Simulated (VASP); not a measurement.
# Co (P6_3/mmc) in VASP: notebook, part 2 of 2

VASP 6.6.1. Earlier steps stand in the parts before.

## 3. Single point, PBE, collinear spin, ferromagnetic start (12.15 Å³/atom)

This run uses another cell than the first one, of 12.15 Å³/atom.

INCAR reads:

```
PREC     = Accurate       # precision mode
ENCUT    = 520            # plane-wave cutoff, eV
EDIFF    = 1E-6           # SCF threshold, eV
ISMEAR   = -1             # smearing method
SIGMA    = 0.05           # smearing width, eV
LREAL    = F              # projectors in reciprocal space
LASPH    = T              # aspherical terms in the spheres
NELM     = 150            # most SCF steps
ALGO     = Normal         # electronic algorithm
ISIF     = 2              # what is computed and relaxed
LWAVE    = F              # write WAVECAR
LCHARG   = F              # write CHGCAR
ISPIN    = 2              # spin polarisation
MAGMOM   = 1.69 1.69      # initial moments
LORBIT   = 11             # projections on sites
LMAXMIX  = 4              # l up to which the mixer works
GGA      = PE             # functional
NBANDS   = 20             # bands
```

KPOINTS reads:

```
Automatic mesh
0
Gamma
  24 24 13
```

POSCAR reads:

```
Co
1.0
    2.5895197986      0.0000000000      0.0000000000
   -1.2947598993      2.2425899292      0.0000000000
    0.0000000000      0.0000000000      4.1828497080
Co
2
Direct
    0.3333333333      0.6666666667      0.2500000000
    0.6666666667      0.3333333333      0.7500000000
```

Potentials or basis: VASP PAW PBE potentials, release 64 (Co).

Started as:

```
$ cat potpaw_PBE.64/Co/POTCAR > POTCAR
$ mpirun -np 1 vasp_std > vasp.out
```

Wall time 2.7 min (1 thread of Intel Xeon 6975P-C (Granite Rapids), shared host); peak memory 0.37 GiB.

The run converged. Its results:

* Free energy: -13.9074 eV
* Pressure: -18.6 GPa
* Net moment: 3.35 μB per cell
* Site moments: Co +1.72 μB
* Valence electrons inside the program's atomic spheres: Co 8.08

Stress tensor (GPa, compression positive):
```
-18.80   0.00   0.00
  0.00 -18.80   0.00
  0.00   0.00 -18.26
```

Levels at points of the mesh, in eV from the Fermi level:
Spin up:
```
           k point  band 8  band 9  band 10  band 11  band 12  band 13  band 14  band 15
(0.00, 0.00, 0.00)   -1.94   -1.94    -1.01    -1.01     0.01     5.41    20.99    22.50
(0.50, 0.00, 0.00)   -0.90   -0.83    -0.78     1.00     2.75     8.84     9.35    11.74
```
Spin down:
```csv
k point,band 5,band 6,band 7,band 8,band 9,band 10
"(0.00, 0.00, 0.00)",-0.77,-0.46,-0.46,-0.10,-0.10,-0.10
"(0.50, 0.00, 0.00)",-0.90,-0.83,-0.49,1.04,1.16,1.18
```

Caveat: the cell stands under tension.

## 4. Single point, PBE, collinear spin, ferromagnetic start (12.15 Å³/atom)

This run uses another cell than the first one, of 12.15 Å³/atom.

INCAR reads:

```
SYSTEM = Co
ALGO = Normal ; EDIFF = 1E-6
ENCUT = 520 ; GGA = PE
ISIF = 2 ; ISMEAR = -1
ISPIN = 2 ; LASPH = .TRUE.
LCHARG = .FALSE. ; LMAXMIX = 4
LORBIT = 11 ; LREAL = .FALSE.
LWAVE = .FALSE. ; MAGMOM = -1.69 -1.69
NBANDS = 20 ; NELM = 150
PREC = Accurate ; SIGMA = 0.05
```

KPOINTS reads:

```
k-points
0
G
  24 24 13
  0 0 0
```

POSCAR reads:

```
Co
1.0
    2.5895201893      0.0000000000      0.0000000000
   -1.2947600946      2.2425902675      0.0000000000
    0.0000000000      0.0000000000      4.1828507568
Co
2
Direct
    0.3333333333      0.6666666667      0.2500000000
    0.6666666667      0.3333333333      0.7500000000
```

Potentials or basis: VASP PAW PBE potentials, release 64 (Co).

Started as:

```
$ cat potpaw_PBE.64/Co/POTCAR > POTCAR
$ mpirun -np 1 vasp_std > vasp.out
```

OUTCAR:

```text
SYSTEM = Co
   EDIFF = 1E-6
   ENCUT = 520
   GGA = PE
   ISIF = 2
   ISMEAR = -1
   ISPIN = 2
   LASPH = .TRUE.
   LORBIT = 11
   LREAL = .FALSE.
   NELM = 150
   PREC = Accurate

 ion  position               nearest neighbor table
   1  0.333  0.667  0.250-   2 2.57   2 2.57   2 2.57   2 2.57   2 2.57   2 2.57
   2  0.667  0.333  0.750-   1 2.57   1 2.57   1 2.57   1 2.57   1 2.57   1 2.57

  LATTYP: Found a hexagonal cell.
 ALAT       =     2.5895201893
 C/A-ratio  =     1.6152995347

  Lattice vectors:

 A1 = (   2.5895201893,   0.0000000000,   0.0000000000)
 A2 = (  -1.2947600946,   2.2425902675,   0.0000000000)
 A3 = (   0.0000000000,   0.0000000000,   4.1828507568)

Analysis of symmetry for initial positions (statically):
[... 1322 lines left out ...]
  volume of cell :       24.29
      direct lattice vectors                 reciprocal lattice vectors
     2.589520189  0.000000000  0.000000000     0.386171926  0.222956466  0.000000000
    -1.294760095  2.242590267  0.000000000     0.000000000  0.445912931  0.000000000
     0.000000000  0.000000000  4.182850757     0.000000000  0.000000000  0.239071403

 POSITION                                       TOTAL-FORCE (eV/Angst)
 -----------------------------------------------------------------------------------
     -0.00000      1.49506      1.04571         0.000000     -0.000000      0.000000
      1.29476      0.74753      3.13714        -0.000000      0.000000      0.000000
 -----------------------------------------------------------------------------------
    total drift:                               -0.000000      0.000000     -0.000000

  FREE ENERGIE OF THE ION-ELECTRON SYSTEM (eV)
  ---------------------------------------------------
  free  energy   TOTEN  =       -13.9073492117 eV

  energy  without entropy=      -13.8907091207  energy(sigma->0) =      -13.89902917

 total charge

# of ion       s       p       d       tot
------------------------------------------
    1        0.445   0.431   7.200   8.076
    2        0.445   0.431   7.200   8.076
--------------------------------------------------
tot          0.890   0.862  14.399  16.151

 magnetization (x)

# of ion       s       p       d       tot
------------------------------------------
    1        0.014   0.052  -1.783  -1.717
    2        0.014   0.052  -1.783  -1.717
--------------------------------------------------
tot          0.027   0.105  -3.567  -3.435
```

stdout:

```text
POSCAR found type information on POSCAR Co
 POSCAR found :  1 types and       2 ions
 scaLAPACK will be used
 LDA part: xc-table for (Slater+PW92), standard interpolation
 POSCAR, INCAR and KPOINTS ok, starting setup
 FFT: planning ... GRIDC
 FFT: planning ... GRID_SOFT
 FFT: planning ... GRID
 WAVECAR not read
 entering main loop
```

It took 3 min on 1 thread of Intel Xeon 6975P-C (Granite Rapids), shared host; peak memory 0.38 GiB.

What came out:

| Property | Result |
| --- | --- |
| Free energy | -13.9073 eV |
| Pressure | -18.6 GPa |
| Net moment | -3.35 μB per cell |
| Site moments | Co -1.72 μB |
| Valence electrons inside the program's atomic spheres | Co 8.08 |

Levels at points of the mesh, in eV from the Fermi level:
Spin up:
```tsv
k point	band 5	band 6	band 7	band 8	band 9	band 10
(0.00, 0.00, 0.00)	-0.77	-0.46	-0.46	-0.10	-0.10	-0.10
(0.50, 0.00, 0.00)	-0.90	-0.83	-0.49	1.04	1.16	1.18
```
Spin down:
| k point | band 8 | band 9 | band 10 | band 11 | band 12 | band 13 | band 14 | band 15 |
| --- | --- | --- | --- | --- | --- | --- | --- | --- |
| (0.00, 0.00, 0.00) | -1.94 | -1.94 | -1.01 | -1.01 | 0.01 | 5.41 | 20.99 | 22.50 |
| (0.50, 0.00, 0.00) | -0.90 | -0.83 | -0.78 | 1.00 | 2.75 | 8.84 | 9.35 | 11.74 |

Caveat: the cell stands under tension.

## 5. Single point, PBE, collinear spin, ferromagnetic start

INCAR reads:

```
ALGO = Normal
EDIFF = 1E-6
ENCUT = 690
GGA = PE
GGA_COMPAT = F
ISIF = 2
ISMEAR = 1
ISPIN = 2
LASPH = T
LCHARG = T
LELF = T
LMAXMIX = 4
LORBIT = 11
LREAL = F
LVHAR = T
LWAVE = F
MAGMOM = 1.69 1.69
NBANDS = 28
NELM = 200
PREC = Accurate
SIGMA = 0.03
```

KPOINTS reads:

```
k-points
0
Gamma
  14 14 8
```

POSCAR reads:

```
Co
1.0
    2.4935221926      0.0000000000      0.0000000000
   -1.2467610963      2.1594535637      0.0000000000
    0.0000000000      0.0000000000      4.0277844638
Co
2
Direct
    0.3333333333      0.6666666667      0.2500000000
    0.6666666667      0.3333333333      0.7500000000
```

Potentials or basis: VASP PAW PBE potentials, release 64 (Co_sv).

Started as:

```
$ cat potpaw_PBE.64/Co_sv/POTCAR > POTCAR
$ mpirun -np 1 vasp_std > vasp.out
```

Run time: 1.8 min. Hardware: 1 thread of Intel Xeon Platinum 8375C at 2.90GHz (Ice Lake), shared host; peak memory 0.27 GiB.

The run converged. Its results:

```
Free energy                                           : -14.2388 eV
Pressure                                              : -1.8 GPa
Net moment                                            : 3.18 μB per cell
Site moments                                          : Co +1.67 μB
Valence electrons inside the program's atomic spheres : Co 15.06
```

Stress tensor (GPa, compression positive):
```
-1.76  0.00  0.00
 0.00 -1.76  0.00
 0.00  0.00 -1.91
```

Levels at points of the mesh, in eV from the Fermi level:
Spin up:
| k point | band 16 | band 17 | band 18 | band 19 | band 20 | band 21 | band 22 | band 23 |
| --- | --- | --- | --- | --- | --- | --- | --- | --- |
| (0.00, 0.00, 0.00) | -1.93 | -1.93 | -0.81 | -0.81 | -0.14 | 6.34 | 21.83 | 24.32 |
| (0.50, 0.00, 0.00) | -0.69 | -0.59 | -0.54 | 1.28 | 3.28 | 9.64 | 10.28 | 12.69 |
| (0.00, 0.00, 0.50) | -2.66 | -1.13 | -1.13 | -1.13 | -1.13 | 14.97 | 14.97 | 22.55 |
| (0.50, 0.00, 0.50) | -1.06 | -0.60 | -0.60 | 1.54 | 1.54 | 7.22 | 7.22 | 18.22 |
Spin down:
```
           k point  band 11  band 12  band 13  band 14  band 15  band 16  band 17  band 18  band 19  band 20
(0.00, 0.00, 0.00)    -0.97    -0.96    -0.96    -0.59    -0.59    -0.23    -0.17    -0.17     1.07     1.07
(0.50, 0.00, 0.00)    -3.27    -1.92    -1.12    -1.04    -0.61     1.19     1.33     1.36     2.53     4.26
(0.00, 0.00, 0.50)    -1.54    -1.54    -1.03    -1.03    -1.03    -1.03     0.72     0.72     0.72     0.72
(0.50, 0.00, 0.50)    -2.39    -2.39    -0.06    -0.06     0.21     0.21     1.29     1.29     2.18     2.18
```

## 6. The runs side by side

| potentials or basis | cell | k mesh | cutoff (eV) | smearing | gap on the mesh (eV) | pressure (GPa) | moment (μB) |
| --- | --- | --- | --- | --- | --- | --- | --- |
| VASP PAW PBE potentials, release 64 (Co_sv) | a = 2.494, b = 2.494, c = 4.028 Å, angles 90.0, 90.0, 120.0°, 2 atoms | 5 × 5 × 3 | 690 | fermi-dirac 0.05 eV | none | 0.9 | 3.54 |
| VASP PAW PBE potentials, release 64 (Co) | a = 2.590, b = 2.590, c = 4.183 Å, angles 90.0, 90.0, 120.0°, 2 atoms | 24 × 24 × 13 | 520 | fermi-dirac 0.05 eV | none | -18.6 | 3.35 |
| VASP PAW PBE potentials, release 64 (Co_sv) | a = 2.494, b = 2.494, c = 4.028 Å, angles 90.0, 90.0, 120.0°, 2 atoms | 14 × 14 × 8 | 690 | methfessel-paxton 0.03 eV | none | -1.8 | 3.18 |

Alike in all rows: task single point; level PBE; spin collinear, ferromagnetic start.

Caveats: some runs use coarse meshes; the cell stands under tension (at least some runs).

Total energies depend on the potentials used, so only differences within one code and one set of settings carry meaning.
